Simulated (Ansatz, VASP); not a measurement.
Two plane-wave programs on SnTe3As

```xyz
5
Lattice="6.0558 0.0000 0.0000 0.0000 6.0558 0.0000 0.0000 0.0000 5.4134" Properties=species:S:1:pos:R:3 pbc="T T T"
Sn    0.0000    0.0000    2.7067
Te    3.0279    3.0279    2.7067
Te    0.0000    3.0279    2.7067
Te    3.0279    0.0000    2.7067
As    0.0000    0.0000    0.0000
```

Alike in both runs: functional PBE; k mesh 4 × 4 × 4; occupations gaussian, width 0.1 eV; no spin polarisation.

Ansatz relaxed the structure, and its values are those at the end. VASP's run is a single point on that final structure, the one shown.

```csv
,VASP,Ansatz
version,VASP 6.6.1,Ansatz 0.2.0
potentials or method,"VASP PAW PBE potentials, release 64 (Sn_d, Te, As), cutoff 520 eV","scalar-relativistic, plane waves, PAW"
valence electrons in the cell,37,77
```

|  | VASP | Ansatz | Ansatz less VASP |
| --- | --- | --- | --- |
| gap on the k mesh at the Fermi level (eV) | none | none | - |
| pressure (GPa) | 0.1 | 0.1 | +0.01 |

A gap of «none» marks a metal or a gap that the smearing closes. With one functional, cell and mesh, what is left measures potentials, basis and numerics. VASP's potentials hold 37 valence electrons a cell and Ansatz's 77, so a difference there can come from the potentials and not from the codes.

Spin-orbit coupling is off throughout.
